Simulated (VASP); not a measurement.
Write the native input for VASP 6.6.1 that does the following.

* Task: single point
* Functional: r2SCAN
* Potentials or basis: VASP PAW PBE potentials, release 64 (La, O)
* Cutoff: 520 eV
* k mesh: 12 × 12 × 4
* Occupations: gaussian, width 0.01 eV
* Spin: no spin polarisation
* Dipole correction: no
* Further INCAR settings: ALGO = Normal; EDIFF = 1e-07; NBANDS = 28

The system is La2O3.

```
La O
1.0
     4.01380    0.00000    0.00000
    -2.00690    3.47606    0.00000
     0.00000    0.00000    6.24875
La O
2 3
Direct
  0.66667 0.33333 0.75004
  0.33333 0.66667 0.24996
  0.66667 0.33333 0.35508
  0.33333 0.66667 0.64492
  0.00000 0.00000 0.00000
```

This cell differs from its parent crystal: strain +2.0%.

These files were run (other wordings do the same):

POSCAR

```
La2O3
1.0
    4.0138035754      0.0000000000      0.0000000000
   -2.0069017877      3.4760558621      0.0000000000
    0.0000000000      0.0000000000      6.2487516960
La O
2 3
Direct
    0.6666666667      0.3333333333      0.7500438859
    0.3333333333      0.6666666667      0.2499561141
    0.6666666667      0.3333333333      0.3550802739
    0.3333333333      0.6666666667      0.6449197261
    0.0000000000      0.0000000000      0.0000000000
```

INCAR.step1

```
PREC = Accurate
ENCUT = 520
ISMEAR = 0
SIGMA = 0.01
LREAL = False
LASPH = True
NELM = 60
NBANDS = 28
GGA = PE
ALGO = Normal
EDIFF = 1E-4
LWAVE = True
LCHARG = False
```

INCAR.step2

```
PREC = Accurate
ENCUT = 520
EDIFF = 1E-7
ISMEAR = 0
SIGMA = 0.01
LREAL = False
LASPH = True
NELM = 60
ALGO = Normal
ISIF = 2
LWAVE = False
LCHARG = False
METAGGA = R2SCAN
LMIXTAU = True
NBANDS = 28
ISTART = 1
```

KPOINTS

```
Automatic mesh
0
Gamma
  12 12 4
```

Potentials or basis: VASP PAW PBE potentials, release 64 (La, O).

The run is started by

```console
$ cat potpaw_PBE.64/La/POTCAR potpaw_PBE.64/O/POTCAR > POTCAR
$ cp INCAR.step1 INCAR
$ mpirun -np 1 vasp_std > vasp.out
$ cp INCAR.step2 INCAR
$ mpirun -np 1 vasp_std > vasp.out
```

It gave:

```json
{
 "Pressure": "-7.0 GPa",
 "Largest force": "0.023 eV/Å",
 "Band gap on the k mesh": "4.09 eV (least direct gap 4.35 eV)"
}
```

Caveat: the cell differs from its parent crystal (strain +2.0%); the cell stands under tension; the PAW data sets were made with another functional, which shifts forces and pressure a little; spin-orbit coupling is left out, which moves the levels of the heavy elements.

Wall time 8.4 min on 1 thread of AMD EPYC 9R45 96-Core Processor (Zen 5), on a shared host, peak memory 0.29 GiB.
